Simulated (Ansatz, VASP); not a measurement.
**GePt in VASP and in Ansatz**

INCAR

```
SYSTEM = GePt
ALGO = Normal
EDIFF = 1E-7
ENCUT = 520
ISIF = 2
ISMEAR = 0
LASPH = .True.
LCHARG = .True.
LELF = .True.
LREAL = .False.
LVHAR = .True.
LWAVE = .False.
NBANDS = 58
NELM = 100
PREC = Accurate
SIGMA = 0.1
```

KPOINTS

```
k-points
0
Gamma
  4 6 4
  0 0 0
```

POSCAR

```
GePt
1.0
    5.7560126200      0.0000000000      0.0000000000
    0.0000000000      3.7300318100      0.0000000000
    0.0000000000      0.0000000000      6.1115638700
Ge Pt
4 4
Direct
    0.8139321600      0.7500000000      0.5880128600
    0.1860678400      0.2500000000      0.4119871400
    0.3139321600      0.7500000000      0.9119871400
    0.6860678400      0.2500000000      0.0880128600
    0.0018518400      0.7500000000      0.1927088600
    0.9981481600      0.2500000000      0.8072911400
    0.5018518400      0.7500000000      0.3072911400
    0.4981481600      0.2500000000      0.6927088600
```

Input for Ansatz:

```yaml
crystal:
  lattice:
    - [5.75601262, 0.0, 0.0]
    - [0.0, 3.73003181, 0.0]
    - [0.0, 0.0, 6.11156387]
  atoms:
    - { symbol: Ge, position: [0.81393216, 0.75, 0.58801286] }
    - { symbol: Ge, position: [0.18606784, 0.25, 0.41198714] }
    - { symbol: Ge, position: [0.31393216, 0.75, 0.91198714] }
    - { symbol: Ge, position: [0.68606784, 0.25, 0.08801286] }
    - { symbol: Pt, position: [0.00185184, 0.75, 0.19270886] }
    - { symbol: Pt, position: [0.99814816, 0.25, 0.80729114] }
    - { symbol: Pt, position: [0.50185184, 0.75, 0.30729114] }
    - { symbol: Pt, position: [0.49814816, 0.25, 0.69270886] }
basis:
  ecutwfc: 420
kpoints:
  mp_grid: { grid: [4, 6, 4] }
hamiltonian:
  xc: lda
  pseudopotentials: { kind: paw, azcp: { folder: soft_1 } }
scf:
  occupations: { method: gaussian, width: 0.1 }
output:
  forces: true
  stress: true
  eigenvalues: true
```

Alike in both runs: task single point; functional LDA; k mesh 4 × 6 × 4; occupations gaussian, width 0.1 eV; no spin polarisation.

|  | VASP | Ansatz |
| --- | --- | --- |
| version | VASP 6.6.1 | Ansatz 0.2.0 |
| potentials or method | VASP PAW LDA potentials, release 64 (Ge_d, Pt), cutoff 520 eV | scalar-relativistic, plane waves, PAW |
| valence electrons in the cell | 96 | 128 |

|  | VASP | Ansatz | Ansatz less VASP |
| --- | --- | --- | --- |
| gap on the k mesh at the Fermi level (eV) | none | none | - |
| pressure (GPa) | -5.2 | -5.7 | -0.59 |
| traceless stress, the component that is largest in VASP (GPa) | -0.34 | -0.25 | +0.090 |
| rms of the force components (eV/Å) | 0.020 | 0.021 | +0.0006 |

Ansatz warns that its potentials were made for another functional, while VASP's fit it. LDA's correlation is that of Perdew and Zunger in VASP and of Perdew and Wang (1992) in Ansatz. Atom by atom the forces differ by 0.011 eV/Å (rms over components). A gap of «none» marks a metal or a gap that the smearing closes. VASP's potentials hold 96 valence electrons a cell and Ansatz's 128, so a difference there can come from the potentials and not from the codes.

Spin-orbit coupling is off throughout.
